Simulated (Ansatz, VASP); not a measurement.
**AlGa2N3 in VASP and in Ansatz**

File INCAR:

```
  ALGO = Normal
  EDIFF = 1E-7
  ENCUT = 520
  GGA = PE
  ISIF = 2
  ISMEAR = -1
  LASPH = T
  LCHARG = F
  LREAL = F
  LWAVE = F
  NBANDS = 31
  NELM = 60
  PREC = Accurate
  SIGMA = 0.02
```

File KPOINTS:

```
k-points
0
Gamma
  10 10 10
```

POSCAR

```
AlGa2N3
1.0
   -1.5754990494      4.7262793681      2.2257097409
    1.5754990494     -4.7262793681      2.2257097409
    1.5754990494      4.7262793681     -2.2257097409
Al N Ga
1 3 2
Direct
   -0.0007737540     -0.0007737540      0.0000000000
    0.7626038156      0.2626038156      0.5000000000
    0.4065403792      0.2437908474      0.1627495318
    0.0810413157      0.2437908474      0.8372504682
    0.6661769274      0.0002941218      0.6658828056
    0.3344113162      0.0002941218      0.3341171944
```

Input for Ansatz:

```yaml
crystal:
  lattice:
    - [-1.5754990494, 4.7262793681, 2.2257097409]
    - [1.5754990494, -4.7262793681, 2.2257097409]
    - [1.5754990494, 4.7262793681, -2.2257097409]
  atoms:
    - { symbol: Al, position: [-0.000773754, -0.000773754, 0.0] }
    - { symbol: "N", position: [0.7626038156, 0.2626038156, 0.5] }
    - { symbol: Ga, position: [0.6661769274, 0.0002941218, 0.6658828056] }
    - { symbol: "N", position: [0.4065403792, 0.2437908474, 0.1627495318] }
    - { symbol: Ga, position: [0.3344113162, 0.0002941218, 0.3341171944] }
    - { symbol: "N", position: [0.0810413157, 0.2437908474, 0.8372504682] }
kpoints:
  mp_grid: { grid: [10, 10, 10] }
  band_path:
    path:
      - [[0.0, 0.0, 0.0], [0.5, -0.5, 0.5], [0.2777803377572, -0.2777803377572, 0.7222196622428]]
      - [[-0.2777803377572, 0.2777803377572, 0.2777803377572], [0.0, 0.0, 0.0], [0.3054419227906, 0.3054419227906, -0.3054419227906]]
      - [[0.6945580772094, -0.3054419227906, 0.3054419227906], [0.5, -0.5, 0.5]]
      - [[0.0, 0.0, 0.0], [1.033585633725e-17, 0.5, -1.033585633725e-17], [0.25, 0.25, 0.25], [0.5, -2.500364012345e-17, -1.033585633725e-17], [0.0, 0.0, 0.0], [1.024883848798e-17, -1.024883848798e-17, 0.5], [0.25, 0.25, 0.25]]
    npoints: 10
hamiltonian:
  xc: pbe
scf:
  occupations: { method: fermi_dirac, width: 0.02 }
  n_extra_bands: 5
output:
  forces: true
  stress: true
  eigenvalues: true
```

Alike in both runs: task single point; functional PBE; k mesh 10 × 10 × 10; occupations fermi-dirac, width 0.02 eV; no spin polarisation.

|  | VASP | Ansatz |
| --- | --- | --- |
| version | VASP 6.6.1 | Ansatz 0.2.0 |
| potentials or method | VASP PAW PBE potentials, release 64 (Al, N, Ga_d) | plane waves, PAW |
| plane-wave cutoff (eV) | 520 | 420 |
| valence electrons in the cell | 44 | 44 |

```tsv
	VASP	Ansatz	Ansatz less VASP
gap on the k mesh at the Fermi level (eV)	2.49	2.48	-0.009
pressure (GPa)	5.7	5.7	+0.05
rms of the force components (eV/Å)	0.041	0.033	-0.0076
```
